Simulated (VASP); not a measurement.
# Te (P6/mmm) in VASP: a series of runs, part 2 of 2

VASP 6.6.1. Earlier steps stand in the parts before.

## 3. Single point, PBE (16.84 Å³/atom)

INCAR

```
PREC = Accurate ; ENCUT = 520
EDIFF = 1E-6 ; ISMEAR = -1
SIGMA = 0.1 ; LREAL = False
LASPH = True ; NELM = 60
ALGO = Normal ; ISIF = 2
LWAVE = False ; LCHARG = False
GGA = PE ; NBANDS = 16
```

KPOINTS

```
regular mesh
0
Gamma
  7 7 9
```

POSCAR

```
Te
1.0
    4.6028103626      0.0000000000      0.0000000000
   -2.3014051813      3.9861507029      0.0000000000
    0.0000000000      0.0000000000      2.7530035767
Te
3
Direct
    0.0000000000      0.0000000000      0.0000000000
    0.3333333333      0.6666666667      0.5000000000
    0.6666666667      0.3333333333      0.5000000000
```

Potentials or basis: VASP PAW PBE potentials, release 64 (Te).

Command:

```
cat potpaw_PBE.64/Te/POTCAR > POTCAR
mpirun -np 1 vasp_std > vasp.out
```

OUTCAR:

```text
PREC = Accurate
   ENCUT = 520
   EDIFF = 1E-6
   ISMEAR = -1
   LREAL = False
   LASPH = True
   NELM = 60
   ISIF = 2
   GGA = PE

 ion  position               nearest neighbor table
   1  0.000  0.000  0.000-   2 2.99   3 2.99   2 2.99   3 2.99   3 2.99   3 2.99   2 2.99   2 2.99
                             3 2.99   3 2.99   2 2.99   2 2.99
   2  0.333  0.667  0.500-   3 2.66   3 2.66   3 2.66   1 2.99   1 2.99   1 2.99   1 2.99   1 2.99
                             1 2.99
   3  0.667  0.333  0.500-   2 2.66   2 2.66   2 2.66   1 2.99   1 2.99   1 2.99   1 2.99   1 2.99
                             1 2.99

  LATTYP: Found a hexagonal cell.
 ALAT       =     4.6028103626
 C/A-ratio  =     0.5981136219

  Lattice vectors:

 A1 = (   4.6028103626,   0.0000000000,   0.0000000000)
 A2 = (  -2.3014051813,   3.9861507029,   0.0000000000)
 A3 = (   0.0000000000,   0.0000000000,   2.7530035767)

Analysis of symmetry for initial positions (statically):
=====================================================================
 Subroutine PRICEL returns:
 Original cell was already a primitive cell.

 Routine SETGRP: Setting up the symmetry group for a
 hexagonal supercell.

 Subroutine GETGRP returns: Found 24 space group operations
 (whereof 24 operations were pure point group operations)
 out of a pool of 24 trial point group operations.

The static configuration has the point symmetry D_6h.

Analysis of symmetry for dynamics (positions and initial velocities):
=====================================================================
 Subroutine PRICEL returns:
 Original cell was already a primitive cell.

 Routine SETGRP: Setting up the symmetry group for a
 hexagonal supercell.

 Subroutine GETGRP returns: Found 24 space group operations
 (whereof 24 operations were pure point group operations)
 out of a pool of 24 trial point group operations.

The dynamic configuration has the point symmetry D_6h.
[... 119 lines left out ...]
   IMIX   =      4    mixing-type and parameters
     AMIX     =   0.40;   BMIX     =  1.00
     AMIX_MAG =   1.60;   BMIX_MAG =  1.00
  volume/ion in A,a.u.               =      16.84       113.62
  Fermi-wavevector in a.u.,A,eV,Ry     =   1.160659  2.193327 18.328793  1.347128
  Thomas-Fermi vector in A             =   2.297239
   LORBIT       =      0    0 simple, 1 ext, 2 COOP (PROOUT), +10 PAW based schemes
   GGA     = PE    functional components
   LHFCALC =     F    Hartree Fock is set to
   AEXX    =    0.0000 exact exchange contribution
   IVDW    =     0    specifies the selected vdW correction
   LEPSILON=     F    determine dielectric tensor
   LRPA    =     F    only Hartree local field effects (RPA)
 non-spin polarized calculation
  energy-cutoff  :      520.00
  volume of cell :       50.51
 maximum number of plane-waves:      1390
 NGX is ok and might be reduce to    36
   NGX = 17   NGY = 17   NGZ = 11

 number of electron      17.9999998 magnetization

 Free energy of the ion-electron system (eV)
  ---------------------------------------------------
  ext. energy  EPLUGINS =         0.00000000
  ---------------------------------------------------
  free energy    TOTEN  =        -1.35733678 eV

  energy without entropy =       -1.30505806  energy(sigma->0) =       -1.33119742

 E-fermi :  17.2840     XC(G=0): -12.5542

 val. band max:       17.2794630024   @ k =   0.1429   0.1429   0.4444
 cond. band min:      17.3405201200   @ k =   0.1429   0.0000   0.0000
 fundamental gap:      0.0610571175
 Fermi energy:        17.2839702061

 k-point     1 :       0.0000    0.0000    0.0000
  band No.  band energies     occupation
      1      -2.5463      2.00000
      2       5.6605      2.00000
      3       5.7499      2.00000
      4       8.7183      2.00000
      5       8.7183      2.00000
      6       9.1366      2.00000
[... 433 lines left out ...]
      3       2.4834      2.00000
      4      10.7916      2.00000
      5      11.5217      2.00000
      6      13.3384      2.00000
[... 8 lines left out ...]
     15      24.7513      0.00000
     16      25.1998      0.00000

 [... further k-points ...]

------------------------ aborting loop because EDIFF is reached ----------------------------------------

  FORCE on cell =-STRESS in cart. coord.  units (eV):
  Direction    XX          YY          ZZ          XY          YZ          ZX
  --------------------------------------------------------------------------------------
  -------------------------------------------------------------------------------------
  Total       32.7578137     32.7578137     32.6815367      0.0000000     -0.0000000      0.0000000
  in kB     1039.0630946   1039.0630946   1036.6436230      0.0000000     -0.0000000      0.0000000
  external PRESSURE =    1038.2566040 kB  Pullay stress =       0.0000000 kB

 VOLUME and BASIS-vectors are now :
 -----------------------------------------------------------------------------
  energy-cutoff  :      520.00
  volume of cell :       50.51
      direct lattice vectors                 reciprocal lattice vectors
     4.602810363  0.000000000  0.000000000     0.217258571  0.125434294  0.000000000
    -2.301405181  3.986150703  0.000000000     0.000000000  0.250868588  0.000000000
     0.000000000  0.000000000  2.753003577     0.000000000  0.000000000  0.363239630

 POSITION                                       TOTAL-FORCE (eV/Angst)
 -----------------------------------------------------------------------------------
      0.00000      0.00000      0.00000         0.000000      0.000000     -0.000000
     -0.00000      2.65743      1.37650        -0.000000      0.000000      0.000000
      2.30141      1.32872      1.37650        -0.000000     -0.000000     -0.000000
 -----------------------------------------------------------------------------------
    total drift:                               -0.000000      0.000000     -0.000000

  FREE ENERGIE OF THE ION-ELECTRON SYSTEM (eV)
  ---------------------------------------------------
  free  energy   TOTEN  =        -1.3573367753 eV

  energy  without entropy=       -1.3050580589  energy(sigma->0) =       -1.33119742
```

stdout:

```text
POSCAR found type information on POSCAR Te
 POSCAR found :  1 types and       3 ions
 scaLAPACK will be used
 LDA part: xc-table for (Slater+PW92), standard interpolation
 POSCAR, INCAR and KPOINTS ok, starting setup
 FFT: planning ... GRIDC
 FFT: planning ... GRID_SOFT
 FFT: planning ... GRID
 WAVECAR not read
 entering main loop
```

Run time: 35 s. Hardware: 1 thread of Intel Xeon 8259CL, shared host; peak memory 0.18 GiB.

Results:

- Free energy: -1.3573 eV
- Pressure: 103.8 GPa
- Band gap on the k mesh: zero (bands 9 and 10 overlap by 9.10 eV)

Caveat: the cell stands under pressure; spin-orbit coupling is left out, which moves the levels of the heavy elements.

## 4. Single point, PBE

This run uses another cell than the first one, of 19.74 Å³/atom.

INCAR

```
SYSTEM = Te
  PREC = Accurate
  ENCUT = 520
  EDIFF = 1E-7
  ISMEAR = -1
  SIGMA = 0.1
  LREAL = .False.
  LASPH = .True.
  NELM = 80
  ALGO = Normal
  ISIF = 2
  LWAVE = .False.
  LCHARG = .False.
  GGA = PE
  NBANDS = 16
```

KPOINTS

```
regular mesh
0
Gamma
  7 7 9
  0 0 0
```

POSCAR

```
Te
1.0
    4.8437152314      0.0000000000      0.0000000000
   -2.4218576157      4.1947804391      0.0000000000
    0.0000000000      0.0000000000      2.9145845220
Te
3
Direct
    0.0000000000      0.0000000000      0.0000000000
    0.3333333333      0.6666666667      0.5000000000
    0.6666666667      0.3333333333      0.5000000000
```

Command:

```
cat potpaw_PBE.64/Te/POTCAR > POTCAR
mpirun -np 1 vasp_std > vasp.out
```

It took 54 s on 1 thread of Intel Xeon 8259CL, shared host; peak memory 0.18 GiB.

The run converged. Its results:

```yaml
Free_energy: -5.3945 eV
Pressure: 50.8 GPa
Band_gap_on_the_k_mesh: zero (bands 9 and 10 overlap by 7.65 eV)
```

Stress tensor (GPa, compression positive):
```
50.94  0.00  0.00
 0.00 50.94  0.00
 0.00  0.00 50.62
```

Levels at points of the mesh, in eV from the Fermi level:
```csv
k point,band 6,band 7,band 8,band 9,band 10,band 11,band 12,band 13
"(0.00, 0.00, 0.00)",-6.77,-6.77,-0.18,4.39,5.29,5.29,5.54,5.69
```

Caveat: the cell stands under pressure; spin-orbit coupling is left out, which moves the levels of the heavy elements.

## 5. Single point, PBE (19.74 Å³/atom)

This run uses another cell than the first one, of 19.74 Å³/atom.

INCAR

```
ALGO = Normal ; EDIFF = 1E-6
ENCUT = 520 ; GGA = PE
ISIF = 2 ; ISMEAR = -1
LASPH = True ; LCHARG = True
LELF = True ; LREAL = False
LVHAR = True ; LWAVE = False
NBANDS = 16 ; NELM = 60
PREC = Accurate ; SIGMA = 0.1
```

KPOINTS

```
k-points
0
Gamma
  7 7 9
```

POSCAR, as its differences from that of step 4:

```diff
@@ -3,3 +3,3 @@
     4.8437152314      0.0000000000      0.0000000000
-   -2.4218576157      4.1947804391      0.0000000000
+   -2.4218576157      4.1947804390      0.0000000000
     0.0000000000      0.0000000000      2.9145845220
```

Command:

```
cat potpaw_PBE.64/Te/POTCAR > POTCAR
mpirun -np 1 vasp_std > vasp.out
```

Run time: 55 s. Hardware: 1 thread of Intel Xeon 8259CL, shared host; peak memory 0.19 GiB.

Results (log left out):

- Free energy: -5.3945 eV
- Pressure: 50.8 GPa
- Band gap on the k mesh: zero (bands 9 and 10 overlap by 7.65 eV)

Stress tensor (GPa, compression positive):
```
50.94  0.00  0.00
 0.00 50.94  0.00
 0.00  0.00 50.62
```

Levels at points of the mesh, in eV from the Fermi level:
| k point | band 7 | band 8 | band 9 | band 10 | band 11 | band 12 |
| --- | --- | --- | --- | --- | --- | --- |
| (0.00, 0.00, 0.00) | -6.77 | -0.18 | 4.39 | 5.29 | 5.29 | 5.54 |

Caveat: the cell stands under pressure; spin-orbit coupling is left out, which moves the levels of the heavy elements.

## 6. Single point, PBE (19.74 Å³/atom)

This run uses another cell than the first one, of 19.74 Å³/atom.

INCAR

```
SYSTEM = Te
ALGO     = Normal         ! electronic algorithm
EDIFF    = 1E-7           ! SCF threshold, eV
ENCUT    = 520            ! plane-wave cutoff, eV
GGA      = PE             ! functional
ISIF     = 2              ! what is computed and relaxed
ISMEAR   = -1             ! smearing method
LASPH    = .TRUE.         ! aspherical terms in the spheres
LCHARG   = .TRUE.         ! write CHGCAR
LELF     = .TRUE.         ! ELF
LREAL    = .FALSE.        ! projectors in reciprocal space
LVHAR    = .TRUE.       
LWAVE    = .FALSE.        ! write WAVECAR
NBANDS   = 16             ! bands
NELM     = 100            ! most SCF steps
PREC     = Accurate       ! precision mode
SIGMA    = 0.1            ! smearing width, eV
```

KPOINTS

```
k-points
0
G
  7 7 9
  0 0 0
```

POSCAR is that of step 5.

Potentials or basis: VASP PAW PBE potentials, release 64 (Te).

Command:

```
cat potpaw_PBE.64/Te/POTCAR > POTCAR
mpirun -np 1 vasp_std > vasp.out
```

It took 48 s on 1 thread of Intel Xeon 8259CL, shared host; peak memory 0.19 GiB.

Results (log left out):

* Free energy: -5.3945 eV
* Pressure: 50.8 GPa
* Band gap on the k mesh: zero (bands 9 and 10 overlap by 7.65 eV)

Stress tensor (GPa, compression positive):
```
50.94  0.00  0.00
 0.00 50.94  0.00
 0.00  0.00 50.62
```

Levels at points of the mesh, in eV from the Fermi level:
```
           k point  band 6  band 7  band 8  band 9  band 10  band 11  band 12  band 13
(0.00, 0.00, 0.00)   -6.77   -6.77   -0.18    4.39     5.29     5.29     5.54     5.69
```

Caveat: the cell stands under pressure; spin-orbit coupling is left out, which moves the levels of the heavy elements.
